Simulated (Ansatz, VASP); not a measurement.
## HfIn4SiO6: VASP beside Ansatz

The input INCAR:

```
SYSTEM = HfIn4SiO6
ALGO = Normal ; EDIFF = 1E-7
ENCUT = 520 ; GGA = PE
ISIF = 2 ; ISMEAR = -1
LASPH = .TRUE. ; LCHARG = .FALSE.
LREAL = .FALSE. ; LWAVE = .FALSE.
NBANDS = 63 ; NELM = 80
PREC = Accurate ; SIGMA = 0.05
```

File KPOINTS:

```
k-points
0
G
  4 4 3
  0 0 0
```

The input POSCAR:

```
HfIn4SiO6
1.0
    2.7691154838     -4.7958202832      0.0084933748
    2.7691154838      4.7958202832      0.0084933748
   -1.9160054353      0.0000000000      7.5464297942
Hf In Si O
1 4 1 6
Direct
    0.7883500000      0.2116500000      0.0000000000
    0.6217500000      0.3782500000      0.5000000000
    0.4550200000      0.5449800000      0.0000000000
    0.2840700000      0.7159300000      0.5000000000
    0.9581400000      0.0418600000      0.5000000000
    0.1216800000      0.8783200000      0.0000000000
    0.0621900000      0.1141500000      0.8666600000
    0.8858500000      0.9378100000      0.1333400000
    0.7949000000      0.5378400000      0.8666300000
    0.4621600000      0.2051000000      0.1333700000
    0.1535200000      0.6287900000      0.1333300000
    0.3712100000      0.8464800000      0.8666700000
```

input.yaml

```yaml
crystal:
  lattice:
    - [2.7691154838, -4.7958202832, 0.0084933748]
    - [2.7691154838, 4.7958202832, 0.0084933748]
    - [-1.9160054353, 0.0, 7.5464297942]
  atoms:
    - { symbol: Hf, position: [0.78835, 0.21165, 0.0] }
    - { symbol: In, position: [0.62175, 0.37825, 0.5] }
    - { symbol: In, position: [0.45502, 0.54498, 0.0] }
    - { symbol: In, position: [0.28407, 0.71593, 0.5] }
    - { symbol: In, position: [0.95814, 0.04186, 0.5] }
    - { symbol: Si, position: [0.12168, 0.87832, 0.0] }
    - { symbol: O, position: [0.06219, 0.11415, 0.86666] }
    - { symbol: O, position: [0.88585, 0.93781, 0.13334] }
    - { symbol: O, position: [0.7949, 0.53784, 0.86663] }
    - { symbol: O, position: [0.46216, 0.2051, 0.13337] }
    - { symbol: O, position: [0.15352, 0.62879, 0.13333] }
    - { symbol: O, position: [0.37121, 0.84648, 0.86667] }
kpoints:
  mp_grid: { grid: [4, 4, 3] }
scf:
  occupations: { method: fermi_dirac, width: 0.05 }
hamiltonian:
  xc: pbe
  pseudopotentials: { kind: all_electron, lapw: { basis_error: 0.003 } }
output:
  forces: true
  stress: true
  eigenvalues: true
```

Change from the starting cell: volume scaled by 1.06.

Alike in both runs: task single point; functional PBE; k mesh 4 × 4 × 3; occupations fermi-dirac, width 0.05 eV; no spin polarisation.

```csv
,VASP,Ansatz
version,VASP 6.6.1,Ansatz 0.2.0
potentials or method,"VASP PAW PBE potentials, release 64 (Hf_pv, In_d, Si, O), cutoff 520 eV","all-electron LAPW, scalar-relativistic"
```

Ansatz gave:

- gap on the k mesh at the Fermi level (eV): none
- pressure (GPa): -6.4
- traceless stress, the component that is largest in VASP (GPa): 1.81
- rms of the force components (eV/Å): 0.212

Question: What did VASP give for the same quantities?

Answer: gap on the k mesh at the Fermi level (eV): none; pressure (GPa): -6.8; traceless stress, the component that is largest in VASP (GPa): 1.89; rms of the force components (eV/Å): 0.244.

Atom by atom the forces differ by 0.050 eV/Å (rms over components). A gap of «none» marks a metal or a gap that the smearing closes. Ansatz ran all-electron here, and VASP with PAW potentials.

Neither program's run includes spin-orbit coupling. Noted on Ansatz's run: the k mesh is thin for a metal, which can move the energy by tens of meV per atom.
